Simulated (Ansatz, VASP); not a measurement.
**Two plane-wave programs on HfN**

Contents of INCAR:

```
ALGO = Normal ; EDIFF = 1E-7
ENCUT = 520 ; GGA = PS
ISIF = 2 ; ISMEAR = 0
LASPH = T ; LCHARG = F
LREAL = F ; LWAVE = F
NBANDS = 14 ; NELM = 80
PREC = Accurate ; SIGMA = 0.15
```

The input KPOINTS:

```
k-points
0
Gamma
  18 18 18
```

File POSCAR:

```
HfN
1.0
    0.0000000000      2.3041800000      2.2590000000
    2.2138200000      0.0000000000      2.2590000000
    2.2138200000      2.3041800000      0.0000000000
Hf N
1 1
Direct
    0.0000000000      0.0000000000      0.0000000000
    0.5000000000      0.5000000000      0.5000000000
```

Input for Ansatz:

```yaml
crystal:
  lattice:
    - [0.0, 2.30418, 2.259]
    - [2.21382, 0.0, 2.259]
    - [2.21382, 2.30418, 0.0]
  atoms:
    - { symbol: Hf, position: [0.0, 0.0, 0.0] }
    - { symbol: "N", position: [0.5, 0.5, 0.5] }
basis:
  ecutwfc: 420
kpoints:
  mp_grid: { grid: [18, 18, 18] }
hamiltonian:
  xc: pbesol
scf:
  occupations: { method: gaussian, width: 0.15 }
output:
  forces: true
  stress: true
  eigenvalues: true
```

Change from the starting cell: strain -0.0200 x Voigt [1, -1, 0, 0, 0, 0], atoms carried along.

Alike in both runs: task single point; functional PBEsol; k mesh 18 × 18 × 18; occupations gaussian, width 0.15 eV; no spin polarisation.

|  | VASP | Ansatz |
| --- | --- | --- |
| version | VASP 6.6.1 | Ansatz 0.2.0 |
| potentials or method | VASP PAW PBE potentials, release 64 (Hf_pv, N), cutoff 520 eV | scalar-relativistic, plane waves, PAW |
| valence electrons in the cell | 15 | 31 |

|  | VASP | Ansatz | Ansatz less VASP |
| --- | --- | --- | --- |
| gap on the k mesh at the Fermi level (eV) | none | none | - |
| pressure (GPa) | -4.3 | -2.2 | +2.14 |
| traceless stress, the component that is largest in VASP (GPa) | 10.01 | 10.08 | +0.071 |

VASP's potentials were made for PBE, not for PBEsol. A gap of «none» marks a metal or a gap that the smearing closes. VASP's potentials hold 15 valence electrons a cell and Ansatz's 31, so a difference there can come from the potentials and not from the codes.

Spin-orbit coupling is off throughout.
